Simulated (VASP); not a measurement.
A run of VASP 6.6.1:

File INCAR:

```
PREC = Accurate
ENCUT = 520
EDIFF = 1E-6
ISMEAR = 1
SIGMA = 0.05
LREAL = F
LASPH = T
NELM = 80
ALGO = Normal
ISIF = 2
LWAVE = F
LCHARG = F
GGA = PS
NBANDS = 14
```

KPOINTS

```
Automatic mesh
0
Gamma
  12 12 7
```

Contents of POSCAR:

```
ReOs
1.0
    2.7573300000      0.0000000000      0.0000000000
   -1.3786650000      2.3879180000      0.0000000000
    0.0000000000      0.0000000000      4.3824280000
Re Os
1 1
Direct
    0.6666666667      0.3333333333      0.5000000000
    0.0000000000      0.0000000000      0.0000000000
```

Potentials or basis: VASP PAW PBE potentials, release 64 (Re, Os).

Launch:

```sh
$ cat potpaw_PBE.64/Re/POTCAR potpaw_PBE.64/Os/POTCAR > POTCAR
$ mpirun -np 1 vasp_std > vasp.out
```

Hardware: 1 thread of Intel Xeon 8259CL, with other jobs on the host.

Task: Estimate the wall time of this run.

Result: It took 58 s on 1 thread of Intel Xeon 8259CL, on a shared host, peak memory 0.18 GiB. Counts: scf iterations 13, k points 76.
